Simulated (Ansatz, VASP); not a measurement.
Two plane-wave programs on SnO

File INCAR:

```
PREC = Accurate ; ENCUT = 520
EDIFF = 1E-7 ; ISMEAR = 0
SIGMA = 0.05 ; LREAL = F
LASPH = T ; NELM = 80
ALGO = Normal ; ISIF = 2
LWAVE = F ; LCHARG = T
GGA = PE ; LELF = T
LVHAR = T ; NBANDS = 28
```

The input KPOINTS:

```
regular mesh
0
Gamma
  10 10 8
```

Contents of POSCAR:

```
SnO
1.0
    3.8681707514      0.0000000000      0.0000000000
    0.0000000000      3.8681707514      0.0000000000
    0.0000000000      0.0000000000      5.0672768981
Sn O
2 2
Direct
    0.0000000000      0.5000000000      0.2287361932
    0.5000000000      0.0000000000      0.7712638068
   -0.0258520129      0.0000000000      0.0394689306
    0.5000000000      0.5000000000      0.0000000000
```

Input for Ansatz:

```yaml
crystal:
  lattice:
    - [3.8681707514, 0.0, 0.0]
    - [0.0, 3.8681707514, 0.0]
    - [0.0, 0.0, 5.0672768981]
  atoms:
    - { symbol: Sn, position: [0.0, 0.5, 0.2287361932] }
    - { symbol: Sn, position: [0.5, 0.0, 0.7712638068] }
    - { symbol: O, position: [-0.0258520129, 0.0, 0.0394689306] }
    - { symbol: O, position: [0.5, 0.5, 0.0] }
basis:
  ecutwfc: 420
kpoints:
  mp_grid: { grid: [10, 10, 8] }
hamiltonian:
  xc: pbe
scf:
  occupations: { method: gaussian, width: 0.05 }
output:
  forces: true
  stress: true
  eigenvalues: true
  write_density: true
  write_potential: true
  elf: true
  volumetric_format: npy
```

Alike in both runs: task single point; functional PBE; k mesh 10 × 10 × 8; occupations gaussian, width 0.05 eV; no spin polarisation.

|  | VASP | Ansatz |
| --- | --- | --- |
| version | VASP 6.6.1 | Ansatz 0.2.0 |
| potentials or method | VASP PAW PBE potentials, release 64 (Sn_d, O), cutoff 520 eV | scalar-relativistic, plane waves, PAW |
| valence electrons in the cell | 40 | 40 |

VASP gave:

```
gap on the k mesh at the Fermi level (eV)                     : 0.42
least direct gap on the mesh (eV)                             : 1.77
pressure (GPa)                                                : 0.8
traceless stress, the component that is largest in VASP (GPa) : 2.77
rms of the force components (eV/Å)                            : 0.487
```

Question: Estimate Ansatz's values.

Answer: gap on the k mesh at the Fermi level (eV): 0.41; least direct gap on the mesh (eV): 1.78; pressure (GPa): 0.6; traceless stress, the component that is largest in VASP (GPa): 2.66; rms of the force components (eV/Å): 0.476.

Atom by atom the forces differ by 0.032 eV/Å (rms over components). The functional is the same, so the differences come from potentials, cutoffs and numerics.
